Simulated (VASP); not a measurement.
Crystal: Al3H2.

```xyz
5
Lattice="2.8018 0.0000 0.0000 -1.4009 2.4264 0.0000 0.0000 0.0000 11.5921" Properties=species:S:1:pos:R:3 pbc="T T T"
Al    1.4009    0.8088    9.1814
Al    0.0000    1.6176    2.4107
Al    0.0000    0.0000    0.0000
H     0.0000    0.0000    5.4204
H     0.0000    0.0000    6.1717
```

```yaml
Program: VASP 6.6.1
Task: relaxation of cell and atoms
Functional: PBE
Potentials_or_basis: VASP PAW PBE potentials, release 64 (Al, H)
Cutoff: 600 eV
k_mesh: 12 × 12 × 4
Occupations: gaussian, width 0.1 eV
Spin: no spin polarisation
```

At the start: pressure -0.3 GPa; volume 15.76 Å³/atom.

Task: Where does the relaxation end?

Result: Over 29 steps the energy falls by 2.8 meV/atom and the volume is 16.16 Å³/atom (+2.5 %); space group P-3m1 (No. 164, to 0.1 Å) before and after.

Step by step:
```
step  energy change (eV)  largest force (eV/Å)  pressure (GPa)  volume (Å³)
   1              0.0000                0.1268           -0.27        78.81
   2             -0.0040                0.0844           -0.07        78.50
   3             -0.0079                0.1624            0.47        77.77
   4             -0.0084                0.3106            0.09        78.03
   5             -0.0091                0.1117            0.26        77.92
   6             -0.0105                0.0925            0.04        78.31
   7             -0.0107                0.0789           -0.09        78.55
   8             -0.0105                0.1706            0.11        78.45
   9             -0.0109                0.0292           -0.02        78.51
  10             -0.0110                0.0256            0.02        78.48
  11             -0.0111                0.0156            0.15        78.39
  12             -0.0112                0.0161            0.13        78.45
  13             -0.0115                0.0331            0.08        78.64
  14             -0.0119                0.0767           -0.02        79.02
  15             -0.0122                0.1620           -0.21        79.78
  16             -0.0123                0.1599           -0.21        79.80
  17             -0.0123                0.1518           -0.21        79.85
  18             -0.0125                0.1358           -0.22        79.95
  19             -0.0127                0.1036           -0.23        80.15
  20             -0.0130                0.0378           -0.25        80.55
  21             -0.0129                0.1010           -0.29        81.35
  22             -0.0130                0.0287           -0.27        80.84
  23             -0.0131                0.0270           -0.24        80.83
  24             -0.0133                0.0238           -0.19        80.82
  25             -0.0136                0.0415           -0.07        80.79
  26             -0.0136                0.0776            0.17        80.74
  27             -0.0137                0.0606            0.06        80.76
  28             -0.0137                0.0335            0.05        80.78
  29             -0.0138                0.0043            0.05        80.78
```

Final structure:
```
Al H
1.0
     2.83114    0.00000    0.00000
    -1.41557    2.45184    0.00000
     0.00000    0.00000   11.63668
Al H
3 2
Direct
  0.66667 0.33333 0.80134
  0.33333 0.66667 0.19866
  0.00000 0.00000 0.00000
  0.00000 0.00000 0.46775
  0.00000 0.00000 0.53225
```
